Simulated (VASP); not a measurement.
# As in VASP: further runs

The runs below take As through single point, with PBE.

Program: VASP 6.6.1. These are calculated values, not measurements. Logs are shortened: lines on timing, memory, paths and dates and some standing lists are left out, and cuts for length are marked.

### Step 1. The cell of the first run

The cell holds a slab with vacuum, 2 atoms: a = 3.439 Å, b = 3.439 Å, c = 28.000 Å, α = 90.00°, β = 90.00°, γ = 120.00°.

### Step 2. Single point, PBE

INCAR reads:

```
SYSTEM = As
PREC = Accurate
ENCUT = 400
EDIFF = 1E-6
ISMEAR = 0
SIGMA = 0.02
LREAL = .False.
LASPH = .True.
NELM = 120
ALGO = Normal
ISIF = 2
LWAVE = .False.
LCHARG = .True.
LDIPOL = .True.
IDIPOL = 3
DIPOL = 0.5 0.5 0.500
GGA = PE
LELF = .True.
LVHAR = .True.
LVACPOTAV = .True.
NBANDS = 22
GGA_COMPAT = .False.
NELMDL = -8
```

KPOINTS reads:

```
Automatic mesh
0
Gamma
  9 9 1
  0 0 0
```

POSCAR reads:

```
As
1.0
    3.4390000000      0.0000000000      0.0000000000
   -1.7195000000      2.9782613636      0.0000000000
    0.0000000000      0.0000000000     28.0000000000
As
2
Direct
    0.3333333333      0.6666666667      0.5319285714
    0.6666666667      0.3333333333      0.4680714286
```

Potentials or basis: VASP PAW PBE potentials, release 64 (As_d).

The run is started by

```console
$ cat potpaw_PBE.64/As_d/POTCAR > POTCAR
$ mpirun -np 1 vasp_std > vasp.out
```

OUTCAR:

```text
SYSTEM = As
   PREC = Accurate
   ENCUT = 400
   EDIFF = 1E-6
   ISMEAR = 0
   LREAL = .False.
   LASPH = .True.
   NELM = 120
   ISIF = 2
   GGA = PE
   NELMDL = -8

 ion  position               nearest neighbor table
   1  0.333  0.667  0.532-   2 2.67   2 2.67   2 2.67
   2  0.667  0.333  0.468-   1 2.67   1 2.67   1 2.67

  LATTYP: Found a hexagonal cell.
 ALAT       =     3.4390000000
 C/A-ratio  =     8.1419017156

  Lattice vectors:

 A1 = (   3.4390000000,   0.0000000000,   0.0000000000)
 A2 = (  -1.7195000000,   2.9782613636,   0.0000000000)
 A3 = (   0.0000000000,   0.0000000000,  28.0000000000)

Analysis of symmetry for initial positions (statically):
=====================================================================
 Subroutine PRICEL returns:
 Original cell was already a primitive cell.

 Routine SETGRP: Setting up the symmetry group for a
 hexagonal supercell.

 Subroutine GETGRP returns: Found 12 space group operations
 (whereof 12 operations were pure point group operations)
 out of a pool of 24 trial point group operations.

The static configuration has the point symmetry D_3d.

Analysis of symmetry for dynamics (positions and initial velocities):
=====================================================================
 Subroutine PRICEL returns:
 Original cell was already a primitive cell.

 Routine SETGRP: Setting up the symmetry group for a
 hexagonal supercell.

 Subroutine GETGRP returns: Found 12 space group operations
 (whereof 12 operations were pure point group operations)
 out of a pool of 24 trial point group operations.

The dynamic configuration has the point symmetry D_3d.

 Subroutine INISYM returns: Found 12 space group operations
 (whereof 12 operations are pure point group operations),
 and found     1 'primitive' translations

----------------------------------------------------------------------------------------

                                     Primitive cell

  volume of cell :     286.7827

  direct lattice vectors                    reciprocal lattice vectors
     3.439000000  0.000000000  0.000000000     0.290782204  0.167883184  0.000000000
    -1.719500000  2.978261364  0.000000000     0.000000000  0.335766368  0.000000000
     0.000000000  0.000000000 28.000000000     0.000000000  0.000000000  0.035714286

  length of vectors
     3.439000000  3.439000000 28.000000000     0.335766368  0.335766368  0.035714286

  position of ions in fractional coordinates (direct lattice)
     0.333333333  0.666666667  0.531928571
     0.666666667  0.333333333  0.468071429

  ion indices of the primitive-cell ions
   primitive index   ion index
                 1           1
                 2           2

----------------------------------------------------------------------------------------

 KPOINTS: Automatic mesh

Automatic generation of k-mesh.
 Grid dimensions read from file:
 generate k-points for:    9    9    1

 Generating k-lattice:

  Cartesian coordinates                     Fractional coordinates (reciprocal lattice)
     0.032309134  0.018653687  0.000000000     0.111111111  0.000000000  0.000000000
     0.000000000  0.037307374  0.000000000     0.000000000  0.111111111  0.000000000
     0.000000000  0.000000000  0.035714286     0.000000000  0.000000000  1.000000000

  Length of vectors
     0.037307374  0.037307374  0.035714286

  Shift w.r.t. Gamma in fractional coordinates (k-lattice)
     0.000000000  0.000000000  0.000000000

 Subroutine IBZKPT returns following result:
 ===========================================

 Found     12 irreducible k-points:

 Following reciprocal coordinates:
            Coordinates               Weight
  0.000000  0.000000  0.000000      1.000000
  0.111111  0.000000  0.000000      6.000000
  0.222222 -0.000000  0.000000      6.000000
  0.333333 -0.000000  0.000000      6.000000
  0.444444 -0.000000  0.000000      6.000000
  0.111111  0.111111  0.000000      6.000000
  0.222222  0.111111  0.000000     12.000000
  0.333333  0.111111  0.000000     12.000000
  0.444444  0.111111  0.000000      6.000000
  0.222222  0.222222  0.000000      6.000000
  0.333333  0.222222  0.000000     12.000000
  0.333333  0.333333  0.000000      2.000000
   k-points           NKPTS =     12   k-points in BZ     NKDIM =     12   number of bands    NBANDS=     22
   number of dos      NEDOS =    301   number of ions     NIONS =      2
   total plane-waves  NPLWV = 110592
   dimension x,y,z NGX =    24 NGY =   24 NGZ =  192
   dimension x,y,z NGXF=    48 NGYF=   48 NGZF=  384
   ions per type =               2
   NGX,Y,Z   is equivalent  to a cutoff of  11.60, 11.60, 11.40 a.u.
   NGXF,Y,Z  is equivalent  to a cutoff of  23.20, 23.20, 22.80 a.u.
 SYSTEM =  As
   PREC   = accura    normal or accurate (medium, high low for compatibility)
   ISTART =      0    job   : 0-new  1-cont  2-samecut
   ICHARG =      2    charge: 1-file 2-atom 10-const
   ISPIN  =      1    spin polarized calculation?
   LNONCOLLINEAR =      F non collinear calculations
   LSORBIT =      F    spin-orbit coupling
   LASPH  =      T    aspherical Exc in radial PAW
   ENCUT  =  400.0 eV  29.40 Ry    5.42 a.u.   5.61  5.61 45.66*2*pi/ulx,y,z
   NELM   =    120;   NELMIN=  2; NELMDL= -8     # of ELM steps
   EDIFF  = 0.1E-05   stopping-criterion for ELM
   LREAL  =      F    real-space projection
   EDIFFG = 0.1E-04   stopping-criterion for IOM
   NSW    =      0    number of steps for IOM
   IBRION =     -1    ionic relax: 0-MD 1-quasi-New 2-CG
   NFREE  =      0    steps in history (QN), initial steepest desc. (CG)
   ISIF   =      2    stress and relaxation
   ISYM   =      2    0-nonsym 1-usesym 2-fastsym
   POTIM  = 0.5000    time-step for ionic-motion
   TEBEG  =    0.0;   TEEND  =   0.0 temperature during run
   PSTRESS=    0.0 pullay stress
   NELECT =      30.0000    total number of electrons
   NUPDOWN=      -1.0000    fix difference up-down
   EMIN   =  10.00;   EMAX   =-10.00  energy-range for DOS
   EFERMI =   0.00;   METHOD = LEGACY
   ISMEAR =     0;   SIGMA  =   0.02  broadening in eV -4-tet -1-fermi 0-gaus
   EFERMI_NEDOS =   21; number of points for ismear=-14 and -15
   IALGO  =     38    algorithm
   IMIX   =      4    mixing-type and parameters
     AMIX     =   0.40;   BMIX     =  1.00
     AMIX_MAG =   1.60;   BMIX_MAG =  1.00
  volume/ion in A,a.u.               =     143.39       967.65
  Fermi-wavevector in a.u.,A,eV,Ry     =   0.771373  1.457683  8.095681  0.595016
  Thomas-Fermi vector in A             =   1.872777
   LORBIT       =      0    0 simple, 1 ext, 2 COOP (PROOUT), +10 PAW based schemes
   GGA     = PE    functional components
   LHFCALC =     F    Hartree Fock is set to
   AEXX    =    0.0000 exact exchange contribution
   IVDW    =     0    specifies the selected vdW correction
   LEPSILON=     F    determine dielectric tensor
   LRPA    =     F    only Hartree local field effects (RPA)
 non-spin polarized calculation
 Gauss-broadening in eV      SIGMA  =   0.02
  energy-cutoff  :      400.00
  volume of cell :      286.78
 maximum number of plane-waves:      5275
 NGX is ok and might be reduce to    24
   NGX = 11   NGY = 11   NGZ = 91

 number of electron      30.0000015 magnetization

 dipolmoment           0.000000      0.000000      0.000000 electrons x Angstroem

 Free energy of the ion-electron system (eV)
  ---------------------------------------------------
  ext. energy  EPLUGINS =         0.00000000
  ---------------------------------------------------
  free energy    TOTEN  =        -8.63909913 eV

  energy without entropy =       -8.63909913  energy(sigma->0) =       -8.63909913

 E-fermi :  -2.7176     XC(G=0):  -2.1542

 val. band max:       -2.8239758155   @ k =   0.3333  -0.0000   0.0000
 cond. band min:      -2.5936625661   @ k =   0.3333   0.2222   0.0000
 fundamental gap:      0.2303132493
 Fermi energy:        -2.7175668553

 k-point     1 :       0.0000    0.0000    0.0000
  band No.  band energies     occupation
      1     -39.0358      2.00000
      2     -39.0358      2.00000
      3     -39.0170      2.00000
      4     -39.0170      2.00000
      5     -39.0020      2.00000
      6     -38.9864      2.00000
[... 14 lines left out ...]
     21       1.2843      0.00000
     22       1.7000      0.00000

 k-point     2 :       0.1111    0.0000    0.0000
  band No.  band energies     occupation
      1     -39.0352      2.00000
      2     -39.0346      2.00000
      3     -39.0170      2.00000
      4     -39.0154      2.00000
      5     -39.0003      2.00000
      6     -38.9870      2.00000
[... 14 lines left out ...]
     21       1.4979      0.00000
     22       1.9851      0.00000

 k-point     3 :       0.2222   -0.0000    0.0000
  band No.  band energies     occupation
      1     -39.0340      2.00000
      2     -39.0311      2.00000
      3     -39.0169      2.00000
      4     -39.0113      2.00000
      5     -38.9957      2.00000
      6     -38.9888      2.00000
[... 14 lines left out ...]
     21       2.1174      0.00000
     22       2.4411      0.00000

 k-point     4 :       0.3333   -0.0000    0.0000
  band No.  band energies     occupation
      1     -39.0326      2.00000
      2     -39.0264      2.00000
      3     -39.0158      2.00000
      4     -39.0057      2.00000
      5     -38.9940      2.00000
      6     -38.9914      2.00000
[... 14 lines left out ...]
     21       3.0445      0.00000
     22       3.2887      0.00000

 k-point     5 :       0.4444   -0.0000    0.0000
  band No.  band energies     occupation
      1     -39.0318      2.00000
      2     -39.0238      2.00000
      3     -39.0106      2.00000
      4     -39.0010      2.00000
      5     -39.0001      2.00000
      6     -38.9948      2.00000
[... 117 lines left out ...]
 k-point    10 :       0.2222    0.2222    0.0000
  band No.  band energies     occupation
      1     -39.0328      2.00000
      2     -39.0219      2.00000
      3     -39.0146      2.00000
      4     -39.0044      2.00000
      5     -38.9969      2.00000
      6     -38.9904      2.00000
[... 14 lines left out ...]
     21       3.7720      0.00000
     22       4.0225      0.00000

 k-point    11 :       0.3333    0.2222    0.0000
  band No.  band energies     occupation
      1     -39.0326      2.00000
      2     -39.0175      2.00000
      3     -39.0110      2.00000
      4     -39.0037      2.00000
      5     -38.9987      2.00000
      6     -38.9925      2.00000
[... 14 lines left out ...]
     21       5.0021      0.00000
     22       5.0640      0.00000

 k-point    12 :       0.3333    0.3333    0.0000
  band No.  band energies     occupation
      1     -39.0328      2.00000
      2     -39.0109      2.00000
      3     -39.0109      2.00000
      4     -39.0096      2.00000
      5     -38.9926      2.00000
      6     -38.9923      2.00000
[... 14 lines left out ...]
     21       5.4235      0.00000
     22       5.8616      0.00000

------------------------ aborting loop because EDIFF is reached ----------------------------------------

  FORCE on cell =-STRESS in cart. coord.  units (eV):
  Direction    XX          YY          ZZ          XY          YZ          ZX
  --------------------------------------------------------------------------------------
  -------------------------------------------------------------------------------------
  Total       -0.4046550     -0.4046550     -4.7326326     -0.0000000      0.0000000      0.0000000
  in kB       -2.2606977     -2.2606977    -26.4399333     -0.0000000      0.0000000      0.0000000
  external PRESSURE =     -10.3204429 kB  Pullay stress =       0.0000000 kB

 VOLUME and BASIS-vectors are now :
 -----------------------------------------------------------------------------
  energy-cutoff  :      400.00
  volume of cell :      286.78
      direct lattice vectors                 reciprocal lattice vectors
     3.439000000  0.000000000  0.000000000     0.290782204  0.167883184  0.000000000
    -1.719500000  2.978261364  0.000000000     0.000000000  0.335766368  0.000000000
     0.000000000  0.000000000 28.000000000     0.000000000  0.000000000  0.035714286

 POSITION                                       TOTAL-FORCE (eV/Angst)
 -----------------------------------------------------------------------------------
     -0.00000      1.98551     14.89400         0.000000     -0.000000     -2.603659
      1.71950      0.99275     13.10600        -0.000000      0.000000      2.603659
 -----------------------------------------------------------------------------------
    total drift:                                0.000000      0.000000      0.000000

  FREE ENERGIE OF THE ION-ELECTRON SYSTEM (eV)
  ---------------------------------------------------
  free  energy   TOTEN  =        -8.6390991261 eV

  energy  without entropy=       -8.6390991261  energy(sigma->0) =       -8.63909913

 vacuum level on the upper side and lower side of the slab         1.164         1.164
```

It took 2.3 min on 1 thread of AMD EPYC 7R43 (Zen 3), shared host; peak memory 0.27 GiB.

What came out:

```yaml
Free_energy: -8.6391 eV
Largest_force: 2.604 eV/Å
Band_gap_on_the_k_mesh: zero (bands 15 and 16 overlap by 0.98 eV)
```

Forces in eV/Å, atoms in the order of the input:
```
As   0.000  0.000 -2.604
As   0.000  0.000  2.604
```

Levels at points of the mesh, in eV from the Fermi level:
```
           k point  band 13  band 14  band 15  band 16  band 17  band 18
(0.00, 0.00, 0.00)    -2.98     0.59     0.59     1.59     2.93     2.93
```

### Step 3. Single point, PBE

This run uses another cell than the first one.

INCAR reads:

```
SYSTEM = As
  PREC = Accurate
  ENCUT = 400
  EDIFF = 1E-6
  ISMEAR = 0
  SIGMA = 0.02
  LREAL = .False.
  LASPH = .True.
  NELM = 120
  ALGO = Normal
  ISIF = 2
  LWAVE = .False.
  LCHARG = .True.
  LDIPOL = .True.
  IDIPOL = 3
  DIPOL = 0.5 0.5 0.500
  GGA = PE
  LELF = .True.
  LVHAR = .True.
  LVACPOTAV = .True.
  NBANDS = 22
  GGA_COMPAT = .False.
  NELMDL = -8
```

KPOINTS is that of step 2.

POSCAR reads:

```
As
1.0
    3.3810000000      0.0000000000      0.0000000000
   -1.6905000000      2.9280318902      0.0000000000
    0.0000000000      0.0000000000     28.0000000000
As
2
Direct
    0.3333333333      0.6666666667      0.5212857143
    0.6666666667      0.3333333333      0.4787142857
```

Potentials or basis: VASP PAW PBE potentials, release 64 (As_d).

The run is started by

```console
$ cat potpaw_PBE.64/As_d/POTCAR > POTCAR
$ mpirun -np 1 vasp_std > vasp.out
```

OUTCAR:

```text
SYSTEM = As
   PREC = Accurate
   ENCUT = 400
   EDIFF = 1E-6
   ISMEAR = 0
   LREAL = .False.
   LASPH = .True.
   NELM = 120
   ISIF = 2
   GGA = PE
   NELMDL = -8

 ion  position               nearest neighbor table
   1  0.333  0.667  0.521-   2 2.29   2 2.29   2 2.29
   2  0.667  0.333  0.479-   1 2.29   1 2.29   1 2.29

  LATTYP: Found a hexagonal cell.
 ALAT       =     3.3810000000
 C/A-ratio  =     8.2815734990

  Lattice vectors:

 A1 = (   3.3810000000,   0.0000000000,   0.0000000000)
 A2 = (  -1.6905000000,   2.9280318902,   0.0000000000)
 A3 = (   0.0000000000,   0.0000000000,  28.0000000000)

Analysis of symmetry for initial positions (statically):
=====================================================================
 Subroutine PRICEL returns:
 Original cell was already a primitive cell.

 Routine SETGRP: Setting up the symmetry group for a
 hexagonal supercell.

 Subroutine GETGRP returns: Found 12 space group operations
 (whereof 12 operations were pure point group operations)
 out of a pool of 24 trial point group operations.

The static configuration has the point symmetry D_3d.

Analysis of symmetry for dynamics (positions and initial velocities):
=====================================================================
 Subroutine PRICEL returns:
 Original cell was already a primitive cell.

 Routine SETGRP: Setting up the symmetry group for a
 hexagonal supercell.

 Subroutine GETGRP returns: Found 12 space group operations
 (whereof 12 operations were pure point group operations)
 out of a pool of 24 trial point group operations.

The dynamic configuration has the point symmetry D_3d.

 Subroutine INISYM returns: Found 12 space group operations
 (whereof 12 operations are pure point group operations),
 and found     1 'primitive' translations

----------------------------------------------------------------------------------------

                                     Primitive cell

  volume of cell :     277.1909

[... 97 lines left out ...]
  Fermi-wavevector in a.u.,A,eV,Ry     =   0.780169  1.474306  8.281381  0.608664
  Thomas-Fermi vector in A             =   1.883425
   LORBIT       =      0    0 simple, 1 ext, 2 COOP (PROOUT), +10 PAW based schemes
   GGA     = PE    functional components
   LHFCALC =     F    Hartree Fock is set to
   AEXX    =    0.0000 exact exchange contribution
   IVDW    =     0    specifies the selected vdW correction
   LEPSILON=     F    determine dielectric tensor
   LRPA    =     F    only Hartree local field effects (RPA)
 non-spin polarized calculation
 Gauss-broadening in eV      SIGMA  =   0.02
  energy-cutoff  :      400.00
  volume of cell :      277.19
 maximum number of plane-waves:      5107
 NGX is ok and might be reduce to    24
   NGX = 11   NGY = 11   NGZ = 91

 dipolmoment           0.000000      0.000000     -0.000000 electrons x Angstroem

 number of electron      30.0000033 magnetization

 dipolmoment           0.000000      0.000000      0.000000 electrons x Angstroem

 Free energy of the ion-electron system (eV)
  ---------------------------------------------------
  ext. energy  EPLUGINS =         0.00000000
  ---------------------------------------------------
  free energy    TOTEN  =        -8.59433130 eV

  energy without entropy =       -8.59433130  energy(sigma->0) =       -8.59433130

 E-fermi :  -4.2762     XC(G=0):  -2.0544

 val. band max:       -4.4196328381   @ k =   0.2222  -0.0000   0.0000
 cond. band min:      -2.7241694351   @ k =   0.3333   0.0000   0.0000
 fundamental gap:      1.6954634030
 Fermi energy:        -4.2762323669

 k-point     1 :       0.0000    0.0000    0.0000
  band No.  band energies     occupation
      1     -39.7058      2.00000
      2     -39.7058      2.00000
      3     -39.6134      2.00000
      4     -39.6134      2.00000
      5     -39.5263      2.00000
      6     -39.4464      2.00000
[... 289 lines left out ...]
     21       5.2145      0.00000
     22       5.7410      0.00000

------------------------ aborting loop because EDIFF is reached ----------------------------------------

  FORCE on cell =-STRESS in cart. coord.  units (eV):
  Direction    XX          YY          ZZ          XY          YZ          ZX
  --------------------------------------------------------------------------------------
  -------------------------------------------------------------------------------------
  Total        6.1638458      6.1638458      5.2199898      0.0000000     -0.0000000     -0.0000000
  in kB       35.6273355     35.6273355     30.1718006      0.0000000     -0.0000000     -0.0000000
  external PRESSURE =      33.8088239 kB  Pullay stress =       0.0000000 kB

 VOLUME and BASIS-vectors are now :
 -----------------------------------------------------------------------------
  energy-cutoff  :      400.00
  volume of cell :      277.19
      direct lattice vectors                 reciprocal lattice vectors
     3.381000000  0.000000000  0.000000000     0.295770482  0.170763167  0.000000000
    -1.690500000  2.928031890  0.000000000     0.000000000  0.341526335  0.000000000
     0.000000000  0.000000000 28.000000000     0.000000000  0.000000000  0.035714286

 POSITION                                       TOTAL-FORCE (eV/Angst)
 -----------------------------------------------------------------------------------
     -0.00000      1.95202     14.59600         0.000000     -0.000000      4.436013
      1.69050      0.97601     13.40400        -0.000000      0.000000     -4.436013
 -----------------------------------------------------------------------------------
    total drift:                               -0.000000      0.000000      0.000000

  FREE ENERGIE OF THE ION-ELECTRON SYSTEM (eV)
  ---------------------------------------------------
  free  energy   TOTEN  =        -8.5943312996 eV

  energy  without entropy=       -8.5943312996  energy(sigma->0) =       -8.59433130

 vacuum level on the upper side and lower side of the slab         1.305         1.305
```

Wall time 38 s (1 thread of Intel Xeon 6975P-C (Granite Rapids), shared host); peak memory 0.31 GiB.

What came out:

| Property | Result |
| --- | --- |
| Free energy | -8.5943 eV |
| Largest force | 4.436 eV/Å |
| Band gap on the k mesh | 1.70 eV (least direct gap 2.07 eV) |

Forces in eV/Å, atoms in the order of the input:
```
As   0.000  0.000  4.436
As   0.000  0.000 -4.436
```

The gap in the log of VASP goes by the Fermi energy; the results here count the filled bands.